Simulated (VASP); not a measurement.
# SrTa2Bi2S9 in VASP: further runs

SrTa2Bi2S9 is run at these levels: r2SCAN; tasks: single point.

Program: VASP 6.6.1. These are calculated values, not measurements. Logs are shortened: lines on timing, memory, paths and dates and some standing lists are left out, and cuts for length are marked.

## 1. The cell of the first run

The cell holds a disordered packing, 14 atoms: a = 6.267 Å, b = 7.647 Å, c = 7.191 Å, α = 102.16°, β = 80.66°, γ = 93.34°.

## 2. Single point, r2SCAN

Contents of POSCAR:

```
SrTa2Bi2S9
1.0
    6.1096480000     -0.5028500000      1.3014780000
    0.3684620000      7.5797170000     -0.9452540000
   -0.3775770000     -0.6182270000      7.1544750000
Bi S Sr Ta
2 9 1 2
Direct
    0.7192300000      0.2985410000      0.7395520000
    0.5053700000      0.7898210000      0.2755140000
    0.8818810000      0.6405440000      0.6947960000
    0.5583170000      0.8082980000      0.6610170000
    0.2067390000      0.9285320000      0.6068950000
    0.2765410000      0.5526320000      0.5796080000
    0.4640970000      0.1588730000      0.4458810000
    0.9423210000      0.7159500000      0.3642090000
    0.7905540000      0.5166150000      0.0868430000
    0.6754580000      0.4605170000      0.4264680000
    0.8481900000      0.9851450000      0.8373790000
    0.2523520000      0.3622580000      0.0394910000
    0.9941980000      0.1013860000      0.3571710000
    0.1820540000      0.7965730000      0.9668100000
```

Contents of INCAR.step1:

```
ALGO = Normal ; EDIFF = 1E-4
ENCUT = 520 ; GGA = PE
ISMEAR = -1 ; LASPH = True
LCHARG = False ; LREAL = False
LWAVE = True ; NBANDS = 71
NELM = 100 ; PREC = Accurate
SIGMA = 0.05
```

Contents of INCAR.step2:

```
ALGO = Normal ; EDIFF = 1E-7
ENCUT = 520 ; ISIF = 2
ISMEAR = -1 ; ISTART = 1
LASPH = True ; LCHARG = True
LELF = True ; LMIXTAU = True
LREAL = False ; LVHAR = True
LWAVE = False ; METAGGA = R2SCAN
NBANDS = 71 ; NELM = 100
PREC = Accurate ; SIGMA = 0.05
```

Contents of KPOINTS:

```
k-points
0
Gamma
  3 2 2
```

Potentials or basis: VASP PAW PBE potentials, release 64 (Bi_d, S, Sr_sv, Ta_pv).

Launch:

```
$ cat potpaw_PBE.64/Bi_d/POTCAR potpaw_PBE.64/S/POTCAR potpaw_PBE.64/Sr_sv/POTCAR potpaw_PBE.64/Ta_pv/POTCAR > POTCAR
$ cp INCAR.step1 INCAR
$ mpirun -np 1 vasp_std > vasp.out
$ cp INCAR.step2 INCAR
$ mpirun -np 1 vasp_std > vasp.out
```

OUTCAR:

```text
EDIFF = 1E-7
   ENCUT = 520
   ISIF = 2
   ISMEAR = -1
   ISTART = 1
   LASPH = True
   LREAL = False
   METAGGA = R2SCAN
   NELM = 100
   PREC = Accurate

 ion  position               nearest neighbor table
   1  0.719  0.299  0.740-   9 2.78   3 2.81  11 2.83  10 2.84   7 2.85  13 3.13  12 3.34  12 4.21

   2  0.505  0.790  0.276-   9 2.80   4 2.82   5 2.83   7 2.84   8 3.02   6 3.24  10 3.24  14 3.25
                            12 3.74
   3  0.882  0.641  0.695-   8 2.53   4 2.53   6 2.56  10 2.60  11 2.63   1 2.81  14 2.96
   4  0.558  0.808  0.661-   3 2.53  11 2.54   5 2.55   6 2.60   2 2.82  14 2.96
   5  0.207  0.929  0.607-   4 2.55  11 2.57   7 2.64   2 2.83  14 2.95  13 2.95
   6  0.277  0.553  0.580-   3 2.56   4 2.60  10 2.64  14 3.00   2 3.24  12 3.86  12 3.87
   7  0.464  0.159  0.446-  10 2.61   5 2.64   2 2.84   1 2.85  13 3.10
   8  0.942  0.716  0.364-   9 2.52   3 2.53  10 2.56  13 2.96   2 3.02  14 3.17  12 3.61
   9  0.791  0.517  0.087-   8 2.52  10 2.55   1 2.78   2 2.80  12 3.13  12 3.55
  10  0.675  0.461  0.426-   9 2.55   8 2.56   3 2.60   7 2.61   6 2.64   1 2.84   2 3.24
  11  0.848  0.985  0.837-   4 2.54   5 2.57   3 2.63   1 2.83  14 2.98  12 3.93
  12  0.252  0.362  0.039-   9 3.13   1 3.34  13 3.49  14 3.53   9 3.55   8 3.61   2 3.74   6 3.86
                             6 3.87  11 3.93   1 4.21  14 4.25
  13  0.994  0.101  0.357-   5 2.95   8 2.96   7 3.10   1 3.13  14 3.34  12 3.49
  14  0.182  0.797  0.967-   5 2.95   3 2.96   4 2.96  11 2.98   6 3.00   8 3.17   2 3.25  13 3.34
                            12 3.53  12 4.25

  LATTYP: Found a triclinic cell.
 ALAT       =     7.6473118918
 B/A-ratio  =     1.3292875399
 C/A-ratio  =     1.5212692994
 COS(alpha) =     0.0025669268
 COS(beta)  =     0.4957286610
 COS(gamma) =     0.7881788293

  Lattice vectors:

 A1 = (   0.3684620000,   7.5797170000,  -0.9452540000)
 A2 = (  -5.7411860000,   8.0825670000,  -2.2467320000)
 A3 = (   6.1005330000,   6.4586400000,   7.5106990000)

Analysis of symmetry for initial positions (statically):
=====================================================================
 Subroutine PRICEL returns:
 Original cell was already a primitive cell.

 Routine SETGRP: Setting up the symmetry group for a
 triclinic supercell.

 Subroutine GETGRP returns: Found  1 space group operations
 (whereof  1 operations were pure point group operations)
 out of a pool of  2 trial point group operations.

The static configuration has the point symmetry C_1 .

Analysis of symmetry for dynamics (positions and initial velocities):
[... 133 lines left out ...]
   ISMEAR =    -1;   SIGMA  =   0.05  broadening in eV -4-tet -1-fermi 0-gaus
   EFERMI_NEDOS =   21; number of points for ismear=-14 and -15
   IALGO  =     38    algorithm
   IMIX   =      4    mixing-type and parameters
     AMIX     =   0.40;   BMIX     =  1.00
     AMIX_MAG =   1.60;   BMIX_MAG =  1.00
  volume/ion in A,a.u.               =      23.74       160.19
  Fermi-wavevector in a.u.,A,eV,Ry     =   1.152676  2.178241 18.077535  1.328661
  Thomas-Fermi vector in A             =   2.289325
   LORBIT       =      0    0 simple, 1 ext, 2 COOP (PROOUT), +10 PAW based schemes
   METAGGA = R2SCAN    functional components
   LHFCALC =     F    Hartree Fock is set to
   AEXX    =    0.0000 exact exchange contribution
   IVDW    =     0    specifies the selected vdW correction
   LEPSILON=     F    determine dielectric tensor
   LRPA    =     F    only Hartree local field effects (RPA)
 non-spin polarized calculation
  energy-cutoff  :      520.00
  volume of cell :      332.32
 maximum number of plane-waves:      8972
 NGX is ok and might be reduce to    48
   NGX = 23   NGY = 29   NGZ = 27

 number of electron     115.9999996 magnetization

 Free energy of the ion-electron system (eV)
  ---------------------------------------------------
  ext. energy  EPLUGINS =         0.00000000
  ---------------------------------------------------
  free energy    TOTEN  =      -290.46733582 eV

  energy without entropy =     -290.36339548  energy(sigma->0) =     -290.41536565

 E-fermi :   5.2582     XC(G=0): -10.3520

 val. band max:        5.2539583540   @ k =   0.0000   0.0000   0.0000
 cond. band min:       5.2587101462   @ k =   0.0000   0.0000   0.5000
 fundamental gap:      0.0047517921
 Fermi energy:         5.2582285317

 k-point     1 :       0.0000    0.0000    0.0000
  band No.  band energies     occupation
      1     -32.2520      2.00000
      2     -32.0393      2.00000
      3     -32.0199      2.00000
      4     -31.7875      2.00000
      5     -31.7254      2.00000
      6     -31.6656      2.00000
[... 573 lines left out ...]
     69       7.0049      0.00000
     70       7.2803      0.00000
 [bands above 70 left out]

------------------------ aborting loop because EDIFF is reached ----------------------------------------

  FORCE on cell =-STRESS in cart. coord.  units (eV):
  Direction    XX          YY          ZZ          XY          YZ          ZX
  --------------------------------------------------------------------------------------
  -------------------------------------------------------------------------------------
  Total       -7.5983036     -1.9093677    -11.0074484      2.3116411     -0.4324704      0.2314360
  in kB      -36.6324690     -9.2053249    -53.0684262     11.1447406     -2.0849995      1.1157847
  external PRESSURE =     -32.9687400 kB  Pullay stress =       0.0000000 kB

 VOLUME and BASIS-vectors are now :
 -----------------------------------------------------------------------------
  energy-cutoff  :      520.00
  volume of cell :      332.32
      direct lattice vectors                 reciprocal lattice vectors
     6.109648000 -0.502850000  1.301478000     0.161422580 -0.006858516  0.007926414
     0.368462000  7.579717000 -0.945254000     0.008404519  0.133011159  0.011937206
    -0.377577000 -0.618227000  7.154475000    -0.028254139  0.018821163  0.139907909

 POSITION                                       TOTAL-FORCE (eV/Angst)
 -----------------------------------------------------------------------------------
      4.22501      1.44398      5.94497         0.652560     -0.671267     -0.356295
      3.27462      5.56216      1.88230        -0.815491      1.307170     -1.238162
      5.36166      3.98215      5.51317         1.130664     -0.304882      1.206929
      3.45936      5.43726      4.69182        -0.654791     -0.031102      3.177138
      1.37608      6.55885      3.73338        -0.507389      1.695299     -0.724594
      1.67435      3.69141      3.98433        -0.855662     -0.453080      1.588849
      2.72565      0.69519      3.64388        -0.093944     -0.060168     -1.176580
      5.88353      4.72769      3.15538         1.459549      1.725954     -1.205386
      4.98757      3.46458      1.16187         1.362299     -0.181053     -0.903173
      4.13547      2.88728      3.49494         0.030026     -2.001147     -0.527648
      5.22896      6.52292      6.16370        -0.496863      0.502321      1.301619
      1.66035      2.59450      0.26854        -0.468750     -0.055549      0.108671
      5.97670      0.04773      3.75346         0.465148     -2.475461      0.963700
      1.04075      5.34854      6.40099        -1.207354      1.002966     -2.215069
 -----------------------------------------------------------------------------------
    total drift:                                0.000113      0.000331     -0.000535

  FREE ENERGIE OF THE ION-ELECTRON SYSTEM (eV)
  ---------------------------------------------------
  free  energy   TOTEN  =      -290.4673358172 eV

  energy  without entropy=     -290.3633954820  energy(sigma->0) =     -290.41536565
```

OUTCAR.step1:

```text
EDIFF = 1E-4
   ENCUT = 520
   GGA = PE
   ISMEAR = -1
   LASPH = True
   LREAL = False
[... 842 lines left out ...]
      1.66035      2.59450      0.26854        -0.482250     -0.056091      0.101782
      5.97670      0.04773      3.75346         0.419195     -2.372164      0.908497
      1.04075      5.34854      6.40099        -1.136151      0.892626     -2.165625
 -----------------------------------------------------------------------------------
    total drift:                               -0.006423     -0.003128      0.004369

  FREE ENERGIE OF THE ION-ELECTRON SYSTEM (eV)
  ---------------------------------------------------
  free  energy   TOTEN  =       -59.9784413323 eV

  energy  without entropy=      -59.8694991171  energy(sigma->0) =      -59.92397022
```

It took 9.4 min on 1 thread of Intel Xeon 6975P-C (Granite Rapids), shared host; peak memory 0.54 GiB.

Results:

* Free energy: -290.4673 eV
* Pressure: -3.3 GPa
* Largest force: 3.244 eV/Å
* Band gap on the k mesh: zero (bands 58 and 59 overlap by 0.03 eV)

Forces on the atoms (eV/Å):
```
Bi   0.653 -0.671 -0.356
Bi  -0.815  1.307 -1.238
S    1.131 -0.305  1.207
S   -0.655 -0.031  3.177
S   -0.507  1.695 -0.725
S   -0.856 -0.453  1.589
S   -0.094 -0.060 -1.177
S    1.460  1.726 -1.205
S    1.362 -0.181 -0.903
S    0.030 -2.001 -0.528
S   -0.497  0.502  1.302
Sr  -0.469 -0.056  0.109
Ta   0.465 -2.475  0.964
Ta  -1.207  1.003 -2.215
```

Caveat: the k points lie up to 0.45 Å⁻¹ apart; the PAW data sets were made with another functional, which shifts forces and pressure a little; spin-orbit coupling is left out, which moves the levels of the heavy elements.

## 3. Single point, r2SCAN

POSCAR is that of step 2.

Contents of INCAR.step1:

```
SYSTEM = SrTa2Bi2S9
  PREC = Accurate
  ENCUT = 520
  ISMEAR = -1
  SIGMA = 0.05
  LREAL = .FALSE.
  LASPH = .TRUE.
  NELM = 100
  NBANDS = 71
  GGA = PE
  ALGO = Normal
  EDIFF = 1E-4
  LWAVE = .TRUE.
  LCHARG = .FALSE.
```

Contents of INCAR.step2:

```
SYSTEM = SrTa2Bi2S9
  PREC = Accurate
  ENCUT = 520
  EDIFF = 1E-6
  ISMEAR = -1
  SIGMA = 0.05
  LREAL = .FALSE.
  LASPH = .TRUE.
  NELM = 100
  ALGO = Normal
  ISIF = 2
  LWAVE = .FALSE.
  LCHARG = .TRUE.
  METAGGA = R2SCAN
  LMIXTAU = .TRUE.
  LELF = .TRUE.
  LVHAR = .TRUE.
  NBANDS = 71
  ISTART = 1
```

Contents of KPOINTS:

```
Automatic mesh
0
G
  3 2 2
  0 0 0
```

Potentials or basis: VASP PAW PBE potentials, release 64 (Bi_d, S, Sr_sv, Ta_pv).

Launch:

```
$ cat potpaw_PBE.64/Bi_d/POTCAR potpaw_PBE.64/S/POTCAR potpaw_PBE.64/Sr_sv/POTCAR potpaw_PBE.64/Ta_pv/POTCAR > POTCAR
$ cp INCAR.step1 INCAR
$ mpirun -np 1 vasp_std > vasp.out
$ cp INCAR.step2 INCAR
$ mpirun -np 1 vasp_std > vasp.out
```

OUTCAR:

```text
SYSTEM = SrTa2Bi2S9
   PREC = Accurate
   ENCUT = 520
   EDIFF = 1E-6
   ISMEAR = -1
   LREAL = .FALSE.
   LASPH = .TRUE.
   NELM = 100
   ISIF = 2
   METAGGA = R2SCAN
   ISTART = 1

 ion  position               nearest neighbor table
   1  0.719  0.299  0.740-   9 2.78   3 2.81  11 2.83  10 2.84   7 2.85  13 3.13  12 3.34  12 4.21

   2  0.505  0.790  0.276-   9 2.80   4 2.82   5 2.83   7 2.84   8 3.02   6 3.24  10 3.24  14 3.25
                            12 3.74
   3  0.882  0.641  0.695-   8 2.53   4 2.53   6 2.56  10 2.60  11 2.63   1 2.81  14 2.96
   4  0.558  0.808  0.661-   3 2.53  11 2.54   5 2.55   6 2.60   2 2.82  14 2.96
   5  0.207  0.929  0.607-   4 2.55  11 2.57   7 2.64   2 2.83  14 2.95  13 2.95
   6  0.277  0.553  0.580-   3 2.56   4 2.60  10 2.64  14 3.00   2 3.24  12 3.86  12 3.87
   7  0.464  0.159  0.446-  10 2.61   5 2.64   2 2.84   1 2.85  13 3.10
   8  0.942  0.716  0.364-   9 2.52   3 2.53  10 2.56  13 2.96   2 3.02  14 3.17  12 3.61
   9  0.791  0.517  0.087-   8 2.52  10 2.55   1 2.78   2 2.80  12 3.13  12 3.55
  10  0.675  0.461  0.426-   9 2.55   8 2.56   3 2.60   7 2.61   6 2.64   1 2.84   2 3.24
  11  0.848  0.985  0.837-   4 2.54   5 2.57   3 2.63   1 2.83  14 2.98  12 3.93
  12  0.252  0.362  0.039-   9 3.13   1 3.34  13 3.49  14 3.53   9 3.55   8 3.61   2 3.74   6 3.86
                             6 3.87  11 3.93   1 4.21  14 4.25
  13  0.994  0.101  0.357-   5 2.95   8 2.96   7 3.10   1 3.13  14 3.34  12 3.49
  14  0.182  0.797  0.967-   5 2.95   3 2.96   4 2.96  11 2.98   6 3.00   8 3.17   2 3.25  13 3.34
                            12 3.53  12 4.25

  LATTYP: Found a triclinic cell.
 ALAT       =     7.6473118918
 B/A-ratio  =     1.3292875399
 C/A-ratio  =     1.5212692994
 COS(alpha) =     0.0025669268
 COS(beta)  =     0.4957286610
 COS(gamma) =     0.7881788293

  Lattice vectors:

 A1 = (   0.3684620000,   7.5797170000,  -0.9452540000)
 A2 = (  -5.7411860000,   8.0825670000,  -2.2467320000)
 A3 = (   6.1005330000,   6.4586400000,   7.5106990000)

Analysis of symmetry for initial positions (statically):
[... 168 lines left out ...]
   NGX = 23   NGY = 29   NGZ = 27

 number of electron     115.9999996 magnetization

 Free energy of the ion-electron system (eV)
  ---------------------------------------------------
  ext. energy  EPLUGINS =         0.00000000
  ---------------------------------------------------
  free energy    TOTEN  =      -290.46733577 eV

  energy without entropy =     -290.36339631  energy(sigma->0) =     -290.41536604

 E-fermi :   5.2582     XC(G=0): -10.3520

 val. band max:        5.2539535813   @ k =   0.0000   0.0000   0.0000
 cond. band min:       5.2587066446   @ k =   0.0000   0.0000   0.5000
 fundamental gap:      0.0047530633
 Fermi energy:         5.2582273576

 k-point     1 :       0.0000    0.0000    0.0000
  band No.  band energies     occupation
      1     -32.2519      2.00000
      2     -32.0394      2.00000
      3     -32.0199      2.00000
      4     -31.7876      2.00000
      5     -31.7254      2.00000
      6     -31.6656      2.00000
[... 573 lines left out ...]
     69       7.0049      0.00000
     70       7.2803      0.00000
 [bands above 70 left out]

------------------------ aborting loop because EDIFF is reached ----------------------------------------

  FORCE on cell =-STRESS in cart. coord.  units (eV):
  Direction    XX          YY          ZZ          XY          YZ          ZX
  --------------------------------------------------------------------------------------
  -------------------------------------------------------------------------------------
  Total       -7.6008551     -1.9115850    -11.0087782      2.3115234     -0.4325153      0.2317138
  in kB      -36.6447701     -9.2160146    -53.0748370     11.1441732     -2.0852158      1.1171243
  external PRESSURE =     -32.9785405 kB  Pullay stress =       0.0000000 kB

 VOLUME and BASIS-vectors are now :
 -----------------------------------------------------------------------------
  energy-cutoff  :      520.00
  volume of cell :      332.32
      direct lattice vectors                 reciprocal lattice vectors
     6.109648000 -0.502850000  1.301478000     0.161422580 -0.006858516  0.007926414
     0.368462000  7.579717000 -0.945254000     0.008404519  0.133011159  0.011937206
    -0.377577000 -0.618227000  7.154475000    -0.028254139  0.018821163  0.139907909

 POSITION                                       TOTAL-FORCE (eV/Angst)
 -----------------------------------------------------------------------------------
      4.22501      1.44398      5.94497         0.652597     -0.671333     -0.356328
      3.27462      5.56216      1.88230        -0.815512      1.307290     -1.238149
      5.36166      3.98215      5.51317         1.130689     -0.304992      1.207055
      3.45936      5.43726      4.69182        -0.654921     -0.031026      3.177044
      1.37608      6.55885      3.73338        -0.507297      1.695362     -0.724553
      1.67435      3.69141      3.98433        -0.855676     -0.453098      1.588895
      2.72565      0.69519      3.64388        -0.094069     -0.060179     -1.176478
      5.88353      4.72769      3.15538         1.459636      1.725916     -1.205432
      4.98757      3.46458      1.16187         1.362332     -0.181051     -0.903325
      4.13547      2.88728      3.49494         0.029925     -2.001263     -0.527652
      5.22896      6.52292      6.16370        -0.496853      0.502397      1.301579
      1.66035      2.59450      0.26854        -0.468809     -0.055417      0.108764
      5.97670      0.04773      3.75346         0.465252     -2.475376      0.963628
      1.04075      5.34854      6.40099        -1.207296      1.002770     -2.215048
 -----------------------------------------------------------------------------------
    total drift:                                0.000233      0.000495     -0.000414

  FREE ENERGIE OF THE ION-ELECTRON SYSTEM (eV)
  ---------------------------------------------------
  free  energy   TOTEN  =      -290.4673357659 eV

  energy  without entropy=     -290.3633963122  energy(sigma->0) =     -290.41536604
```

It took 9 min on 1 thread of Intel Xeon 6975P-C (Granite Rapids), shared host; peak memory 0.53 GiB.

Results:

```yaml
Free_energy: -290.4673 eV
Pressure: -3.3 GPa
Largest_force: 3.244 eV/Å
Band_gap_on_the_k_mesh: zero (bands 58 and 59 overlap by 0.03 eV)
```

Forces in eV/Å, atoms in the order of the input:
```
Bi   0.653 -0.671 -0.356
Bi  -0.816  1.307 -1.238
S    1.131 -0.305  1.207
S   -0.655 -0.031  3.177
S   -0.507  1.695 -0.725
S   -0.856 -0.453  1.589
S   -0.094 -0.060 -1.176
S    1.460  1.726 -1.205
S    1.362 -0.181 -0.903
S    0.030 -2.001 -0.528
S   -0.497  0.502  1.302
Sr  -0.469 -0.055  0.109
Ta   0.465 -2.475  0.964
Ta  -1.207  1.003 -2.215
```

Caveat: the k points lie up to 0.45 Å⁻¹ apart; the PAW data sets were made with another functional, which shifts forces and pressure a little; spin-orbit coupling is left out, which moves the levels of the heavy elements.
